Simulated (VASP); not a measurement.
Set up this calculation in VASP 6.6.1, as the native input.

```
Task                   : single point
Functional             : r2SCAN
Potentials or basis    : VASP PAW PBE potentials, release 64 (Al, As, Ge_d)
Cutoff                 : 520 eV
k mesh                 : 6 × 6 × 6
Occupations            : gaussian, width 0.0181 eV
Spin                   : no spin polarisation
Dipole correction      : no
Further INCAR settings : ALGO = Normal; EDIFF = 1e-06; NBANDS = 41
```

AlGe4As:

```
Al As Ge
1.0
    -2.88075    2.88075    3.90372
     2.88075   -2.88075    3.90372
     2.88075    2.88075   -3.90372
Al As Ge
1 1 4
Direct
  0.00000 0.00000 0.00000
  0.25000 0.75000 0.50000
  0.38900 0.35000 0.50300
  0.65000 0.15300 0.03900
  0.84700 0.88600 0.49700
  0.11400 0.61100 0.96100
```

The input as run:

POSCAR

```
AlGe4As
1.0
   -2.8807540000      2.8807540000      3.9037160000
    2.8807540000     -2.8807540000      3.9037160000
    2.8807540000      2.8807540000     -3.9037160000
Al As Ge
1 1 4
Direct
    0.0000000000      0.0000000000      0.0000000000
    0.2500000000      0.7500000000      0.5000000000
    0.3890000000      0.3500000000      0.5030000000
    0.6500000000      0.1530000000      0.0390000000
    0.8470000000      0.8860000000      0.4970000000
    0.1140000000      0.6110000000      0.9610000000
```

INCAR.step1

```
SYSTEM = AlGe4As
PREC = Accurate
ENCUT = 520
ISMEAR = 0
SIGMA = 0.0181
LREAL = .False.
LASPH = .True.
NELM = 60
NBANDS = 41
GGA = PE
ALGO = Normal
EDIFF = 1E-4
LWAVE = .True.
LCHARG = .False.
```

INCAR.step2

```
SYSTEM = AlGe4As
PREC = Accurate
ENCUT = 520
EDIFF = 1E-6
ISMEAR = 0
SIGMA = 0.0181
LREAL = .False.
LASPH = .True.
NELM = 60
ALGO = Normal
ISIF = 2
LWAVE = .False.
LCHARG = .False.
METAGGA = R2SCAN
LMIXTAU = .True.
NBANDS = 41
ISTART = 1
```

KPOINTS

```
Automatic mesh
0
Gamma
  6 6 6
  0 0 0
```

Potentials or basis: VASP PAW PBE potentials, release 64 (Al, As, Ge_d).

Run with:

```sh
$ cat potpaw_PBE.64/Al/POTCAR potpaw_PBE.64/As/POTCAR potpaw_PBE.64/Ge_d/POTCAR > POTCAR
$ cp INCAR.step1 INCAR
$ mpirun -np 1 vasp_std > vasp.out
$ cp INCAR.step2 INCAR
$ mpirun -np 1 vasp_std > vasp.out
```

It gave:

| Property | Result |
| --- | --- |
| Pressure | 9.8 GPa |
| Largest force | 3.252 eV/Å |
| Band gap on the k mesh | zero (bands 32 and 33 overlap by 1.52 eV) |

Caveat: the cell stands under pressure; the PAW data sets were made with another functional, which shifts forces and pressure a little.

Run time: 11 min on 1 thread of Intel(R) Xeon(R) Platinum 8259CL CPU @ 2.50GHz (Skylake/Cascade Lake), on a shared host, peak memory 0.38 GiB.
